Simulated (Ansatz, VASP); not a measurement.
# In in VASP and in Ansatz

```xyz
2
Lattice="3.1388 0.0000 0.0000 -1.5694 2.7183 0.0000 0.0000 0.0000 6.2212" Properties=species:S:1:pos:R:3 pbc="T T T"
In    0.0000    1.8122    1.5553
In    1.5694    0.9061    4.6659
```

Alike in both runs: task single point; functional LDA; k mesh 18 × 18 × 10; occupations gaussian, width 0.15 eV; no spin polarisation.

|  | VASP | Ansatz |
| --- | --- | --- |
| version | VASP 6.6.1 | Ansatz 0.2.0 |
| potentials or method | VASP PAW LDA potentials, release 64 (In_d), cutoff 520 eV | scalar-relativistic, plane waves, PAW |
| valence electrons in the cell | 26 | 26 |

Ansatz gave:

```
gap on the k mesh at the Fermi level (eV)                     : none
pressure (GPa)                                                : -1.6
traceless stress, the component that is largest in VASP (GPa) : -3.05
```

Q: What did VASP give for the same quantities?

A: gap on the k mesh at the Fermi level (eV): none; pressure (GPa): -1.5; traceless stress, the component that is largest in VASP (GPa): -3.10.

LDA's correlation is that of Perdew and Zunger in VASP and of Perdew and Wang (1992) in Ansatz. A gap of «none» marks a metal or a gap that the smearing closes.
